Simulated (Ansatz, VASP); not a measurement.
## BaMg2N2: VASP beside Ansatz

File INCAR:

```
SYSTEM = BaMg2N2
PREC = Accurate
ENCUT = 600
EDIFF = 1E-6
ISMEAR = 0
SIGMA = 0.02
LREAL = .FALSE.
LASPH = .TRUE.
NELM = 80
ALGO = Normal
ISIF = 3
LWAVE = .FALSE.
LCHARG = .FALSE.
GGA = PS
IBRION = 2
NSW = 100
EDIFFG = -0.005
```

The input KPOINTS:

```
Automatic mesh
0
G
  6 6 6
  0 0 0
```

File POSCAR:

```
BaMg2N2
1.0
   -3.4449332854      3.4449332854      3.9753139902
    3.4449332854     -3.4449332854      3.9753139902
    3.4449332854      3.4449332854     -3.9753139902
Ba Mg N
2 4 4
Direct
    0.2500000000      0.2500000000      0.0000000000
    0.7500000000      0.7500000000      0.0000000000
    0.8708710000      0.3708710000      0.2417420000
    0.1291290000      0.6291290000      0.7582580000
    0.3708710000      0.1291290000      0.5000000000
    0.6291290000      0.8708710000      0.5000000000
    0.3327935000      0.8327935000      0.1655870000
    0.6672065000      0.1672065000      0.8344130000
    0.8327935000      0.6672065000      0.5000000000
    0.1672065000      0.3327935000      0.5000000000
```

Input for Ansatz:

```yaml
crystal:
  lattice:
    - [-3.4449332854, 3.4449332854, 3.9753139902]
    - [3.4449332854, -3.4449332854, 3.9753139902]
    - [3.4449332854, 3.4449332854, -3.9753139902]
  atoms:
    - { symbol: Ba, position: [0.25, 0.25, 0.0] }
    - { symbol: Ba, position: [0.75, 0.75, 0.0] }
    - { symbol: Mg, position: [0.870871, 0.370871, 0.241742] }
    - { symbol: Mg, position: [0.129129, 0.629129, 0.758258] }
    - { symbol: Mg, position: [0.370871, 0.129129, 0.5] }
    - { symbol: Mg, position: [0.629129, 0.870871, 0.5] }
    - { symbol: "N", position: [0.3327935, 0.8327935, 0.165587] }
    - { symbol: "N", position: [0.6672065, 0.1672065, 0.834413] }
    - { symbol: "N", position: [0.8327935, 0.6672065, 0.5] }
    - { symbol: "N", position: [0.1672065, 0.3327935, 0.5] }
basis:
  ecutwfc: 420
kpoints:
  mp_grid: { grid: [6, 6, 6] }
hamiltonian:
  xc: pbesol
scf:
  occupations: { method: gaussian, width: 0.02 }
output:
  forces: true
  stress: true
  eigenvalues: true
relax:
  adjacent_minimum: "off"
  f_tol: 0.005
  max_steps: 80
  cell: { stress_tol: 0.05 }
```

Alike in both runs: task relaxation of cell and atoms; functional PBEsol; k mesh 6 × 6 × 6; occupations gaussian, width 0.02 eV; no spin polarisation.

|  | VASP | Ansatz |
| --- | --- | --- |
| version | VASP 6.6.1 | Ansatz 0.2.0 |
| potentials or method | VASP PAW PBE potentials, release 64 (Ba_sv, Mg, N), cutoff 600 eV | scalar-relativistic, plane waves, PAW |
| valence electrons in the cell | 48 | 80 |

```tsv
	VASP	Ansatz	Ansatz less VASP
gap on the k mesh at the Fermi level, each at its own relaxed structure (eV)	1.21	1.29	+0.081
relaxed volume (Å³/atom)	17.75	17.47	-0.282
relaxed length of the cell vector where the two differ most in proportion (Å)	6.146	6.110	-0.0364
```

VASP's potentials were made for PBE, not for PBEsol. VASP's potentials hold 48 valence electrons a cell and Ansatz's 80, so a difference there can come from the potentials and not from the codes.

Neither program's run includes spin-orbit coupling.
